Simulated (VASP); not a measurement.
# Ag: relaxation of cell and atoms with PBEsol

Ag:

```
CELL_PARAMETERS angstrom
-1.65565 1.65565 1.65565
1.65565 -1.65565 1.65565
1.65565 1.65565 -1.65565
ATOMIC_POSITIONS crystal
Ag 0.00000 0.00000 0.00000
```

| Quantity | Value |
| --- | --- |
| Program | VASP 6.6.1 |
| Task | relaxation of cell and atoms |
| Functional | PBEsol |
| Potentials or basis | VASP PAW PBE potentials, release 64 (Ag) |
| Cutoff | 600 eV |
| k mesh | 9 × 9 × 9 |
| Occupations | fermi-dirac, width 0.1 eV |
| Spin | no spin polarisation |
| Dipole correction | no |
| Further INCAR settings | ALGO = Normal; EDIFF = 1e-06; IBRION = 2; EDIFFG = -0.02; NSW = 80; ISIF = 3 |

```yaml
Relaxed_volume: 16.77 Å³/atom
Relaxed_cell: a = 2.793 Å, b = 2.793 Å, c = 2.793 Å, α = 109.47°, β = 109.47°, γ = 109.47°
Space_group_after_relaxing_to_0.05_Å: Im-3m (No. 229)
Energy_gained_by_relaxing: 35.2 meV/atom
Ionic_steps: 3
Pressure_after_relaxing: 0.0 GPa
```

Step by step:
```
step  energy change (eV)  largest force (eV/Å)  pressure (GPa)  volume (Å³)
   1              0.0000                0.0000           -7.42        18.15
   2             -0.0223                0.0000            5.91        16.03
   3             -0.0352                0.0000           -0.03        16.77
```

Final structure:
```xyz
1
Lattice="-1.6124 1.6124 1.6124 1.6124 -1.6124 1.6124 1.6124 1.6124 -1.6124" Properties=species:S:1:pos:R:3 pbc="T T T"
Ag    0.0000    0.0000    0.0000
```

Levels at points of the mesh, in eV from the Fermi level:
```
           k point  band 2  band 3  band 4  band 5  band 6  band 7  band 8  band 9
(0.00, 0.00, 0.00)   -4.91   -4.91   -4.91   -3.52   -3.52   18.05   18.05   18.05
```

It took 16 s on 1 thread of Intel Xeon 8259CL, with other jobs on the host, peak memory 0.15 GiB.

Caveat: the PAW data sets were made with another functional, which shifts forces and pressure a little.
